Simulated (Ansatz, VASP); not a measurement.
**One calculation of Pt, two programs**

Contents of INCAR:

```
SYSTEM = Pt
  PREC = Accurate
  ENCUT = 520
  EDIFF = 1E-6
  ISMEAR = 0
  SIGMA = 0.15
  LREAL = .FALSE.
  LASPH = .TRUE.
  NELM = 60
  ALGO = Fast
  ISIF = 2
  LWAVE = .FALSE.
  LCHARG = .FALSE.
  GGA = PS
  NBANDS = 11
```

File KPOINTS:

```
Automatic mesh
0
G
  26 26 26
  0 0 0
```

The input POSCAR:

```
Pt
1.0
    0.0000000000      1.9590303455      1.9100545869
    1.9590303455      0.0000000000      1.9100545869
    1.9590303455      1.9590303455      0.0000000000
Pt
1
Direct
    0.0000000000      0.0000000000      0.0000000000
```

Input for Ansatz:

```yaml
crystal:
  lattice:
    - [0.0, 1.9590303455, 1.9100545869]
    - [1.9590303455, 0.0, 1.9100545869]
    - [1.9590303455, 1.9590303455, 0.0]
  atoms:
    - { symbol: Pt, position: [0.0, 0.0, 0.0] }
basis:
  ecutwfc: 420
kpoints:
  mp_grid: { grid: [26, 26, 26] }
hamiltonian:
  xc: pbesol
scf:
  occupations: { method: gaussian, width: 0.15 }
output:
  forces: true
  stress: true
  eigenvalues: true
```

Change from the starting cell: strain +0.000 along x and y, -0.025 along z, atoms carried along.

Alike in both runs: task single point; functional PBEsol; k mesh 26 × 26 × 26; occupations gaussian, width 0.15 eV; no spin polarisation.

```csv
,VASP,Ansatz
version,VASP 6.6.1,Ansatz 0.2.0
potentials or method,"VASP PAW PBE potentials, release 64 (Pt), cutoff 520 eV","scalar-relativistic, plane waves, PAW"
valence electrons in the cell,10,18
```

Ansatz gave:

- gap on the k mesh at the Fermi level (eV): none
- pressure (GPa): 8.0
- traceless stress, the component that is largest in VASP (GPa): 1.81

Question: What did VASP give for the same quantities?

Answer: gap on the k mesh at the Fermi level (eV): none; pressure (GPa): 7.6; traceless stress, the component that is largest in VASP (GPa): 1.81.

VASP's potentials were made for PBE, not for PBEsol. A gap of «none» marks a metal or a gap that the smearing closes. VASP's potentials hold 10 valence electrons a cell and Ansatz's 18, so a difference there can come from the potentials and not from the codes.

Spin-orbit coupling is off throughout.
